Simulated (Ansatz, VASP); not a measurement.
Two plane-wave programs on Cu3Mo

INCAR

```
SYSTEM = Cu3Mo
PREC = Accurate
ENCUT = 520
EDIFF = 1E-6
ISMEAR = 0
SIGMA = 0.1
LREAL = .FALSE.
LASPH = .TRUE.
NELM = 150
ALGO = Normal
ISIF = 2
LWAVE = .FALSE.
LCHARG = .FALSE.
ISPIN = 2
MAGMOM = 0 0 0 1
LORBIT = 11
LMAXMIX = 4
GGA = PE
NBANDS = 36
```

KPOINTS

```
regular mesh
0
G
  4 4 4
  0 0 0
```

The input POSCAR:

```
Cu3Mo
1.0
    3.7581770892      0.0000000000      0.0000000000
    0.0000000000      3.7581770892      0.0000000000
    0.0000000000      0.0000000000      3.7581770892
Cu Mo
3 1
Direct
    0.0000000000      0.5000000000      0.5000000000
    0.5000000000      0.0000000000      0.5000000000
    0.5000000000      0.5000000000      0.0000000000
    0.0000000000      0.0000000000      0.0000000000
```

Input for Ansatz:

```yaml
crystal:
  lattice:
    - [3.7581770892, 0.0, 0.0]
    - [0.0, 3.7581770892, 0.0]
    - [0.0, 0.0, 3.7581770892]
  atoms:
    - { symbol: Cu, position: [0.0, 0.5, 0.5] }
    - { symbol: Cu, position: [0.5, 0.0, 0.5] }
    - { symbol: Cu, position: [0.5, 0.5, 0.0] }
    - { symbol: Mo, position: [0.0, 0.0, 0.0], spin: 1.0 }
basis:
  ecutwfc: 420
kpoints:
  mp_grid: { grid: [4, 4, 4] }
hamiltonian:
  xc: pbe
scf:
  occupations: { method: gaussian, width: 0.1 }
  lower_state_search: "off"
output:
  forces: true
  stress: true
  eigenvalues: true
  populations: true
magnetization:
  spin_polarized: true
```

Change from the starting cell: species swapped into the Nb3Si type (Pm-3m, No. 221).

Alike in both runs: task single point; functional PBE; k mesh 4 × 4 × 4; occupations gaussian, width 0.1 eV; collinear spin.

```csv
,VASP,Ansatz
version,VASP 6.6.1,Ansatz 0.2.0
potentials or method,"VASP PAW PBE potentials, release 64 (Cu, Mo_sv), cutoff 520 eV","scalar-relativistic, plane waves, PAW"
valence electrons in the cell,47,71
```

|  | VASP | Ansatz | Ansatz less VASP |
| --- | --- | --- | --- |
| gap on the k mesh at the Fermi level (eV) | none | none | - |
| pressure (GPa) | 1.4 | 0.9 | -0.52 |
| net moment per atom (μB) | 0.42 | 0.44 | +0.016 |
| size of the moment on the site where the two differ most (μB) | 1.03 | 0.92 | -0.117 |

Site moments also hang on the region over which each program counts them. A gap of «none» marks a metal or a gap that the smearing closes. VASP's potentials hold 47 valence electrons a cell and Ansatz's 71, so a difference there can come from the potentials and not from the codes.

The k mesh is coarse, so the values compare programs but aren't converged.
